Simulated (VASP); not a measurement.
Runs of VASP 6.6.1 on GaSb. Symmetry: Immm, No. 71, orthorhombic system. The conventional cell has a = 3.112 Å, b = 5.350 Å, c = 5.787 Å, α = 90.00°, β = 90.00°, γ = 90.00°. Ga (site symmetry mmm) has 6 Sb at 2.89 to 3.09 Å and 2 Ga at 3.11 Å within 3.8 Å. Sb (site symmetry mmm) has 6 Ga at 2.89 to 3.09 Å and 2 Sb at 3.11 Å within 3.8 Å. 

```tsv
k mesh	gap on the mesh (eV)	pressure (GPa)
8 × 8 × 8	none	(b)
4 × 4 × 4	none	-2.9
6 × 6 × 6	none	(a)
5 × 5 × 5	none	-1.5
3 × 3 × 3	none	-3.0
```

Alike in all rows: task single point; level r2SCAN; potentials or basis VASP PAW PBE potentials, release 64 (Ga_d, Sb); no spin polarisation; cell as given; cutoff (eV) 520; smearing fermi-dirac 0.05 eV.

Question: Estimate the missing entries.

Answer: (a) -1.6; (b) -1.9.

Caveats: some runs use coarse meshes; the PAW data sets were made with another functional, which shifts forces and pressure a little; spin-orbit coupling is left out, which moves the levels of the heavy elements.

A k mesh can miss the band edges, and the runs leave out spin-orbit coupling on Ga, Sb.

A gap of «none» marks levels without a gap at the run's occupations.
